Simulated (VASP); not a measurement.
Runs of VASP 6.6.1 on Cd. The structure is that of space group Fm-3m (No. 225), or close to it. The cells are those of the table. 

```csv
cell,gap on the mesh (eV),pressure (GPa)
"a = 3.146, b = 3.125, c = 3.082 Å, angles 60.9, 60.2, 58.9°, 1 atom",none,3.7
"a = 3.167, b = 3.125, c = 3.103 Å, angles 61.1, 59.8, 59.1°, 1 atom",none,2.9
"a = 3.252, b = 3.188 Å, angles 60.7, 58.7, 60.7°, 1 atom",none,-1.3
"a = 3.231, b = 3.188 Å, angles 60.4, 59.1, 60.4°, 1 atom",none,-0.9
"a = 3.209, b = 3.146, c = 3.167 Å, angles 61.1, 59.1, 59.8°, 1 atom",none,(a)
"a = 3.231, b = 3.231, c = 3.273 Å, angles 59.6, 59.6, 60.9°, 1 atom",none,(b)
"a = 3.167, b = 3.146, c = 3.124 Å, angles 60.7, 60.0, 59.3°, 1 atom",none,2.1
```

Alike in all rows: task single point; level PBE; potentials or basis VASP PAW PBE potentials, release 64 (Cd); no spin polarisation; k mesh 18 × 18 × 18; cutoff (eV) 520; smearing gaussian 0.15 eV.

Question: Fill in the values left out.

Answer: (a) 0.8; (b) -1.8.

Caveats: the cell stands under pressure (at least some runs).

A k mesh can miss the band edges, and the runs leave out spin-orbit coupling on Cd.

A gap of «none» marks levels without a gap at the run's occupations.
